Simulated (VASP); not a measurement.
Here is a VASP 6.6.1 calculation.

File INCAR:

```
AGGAC = 0.0 ; ALDAC = 0.0
ALGO = Normal ; EDIFF = 1E-7
ENCUT = 520 ; GGA = PE
ISIF = 2 ; ISMEAR = -1
LASPH = True ; LCHARG = False
LREAL = False ; LWAVE = False
NBANDS = 11 ; NELM = 80
PREC = Accurate ; SIGMA = 0.05
```

KPOINTS

```
k-points
0
Gamma
  10 10 10
```

The input POSCAR:

```
BAs
1.0
    0.0000000000      2.3397414207      2.3397414207
    2.3397414207      0.0000000000      2.3397414207
    2.3397414207      2.3397414207      0.0000000000
As B
1 1
Direct
    0.7500000000      0.7500000000      0.7500000000
    0.0000000000      0.0000000000      0.0000000000
```

Potentials or basis: VASP PAW PBE potentials, release 64 (As, B).

Launch:

```sh
$ cat potpaw_PBE.64/As/POTCAR potpaw_PBE.64/B/POTCAR > POTCAR
$ mpirun -np 1 vasp_std > vasp.out
```

Problem. Estimate the band gap on the k mesh.

Solution. 1.35 eV, indirect (least direct gap 3.44 eV).

Problem. Estimate the pressure.

Solution. 29.5 GPa.

A k mesh can miss the band edges.
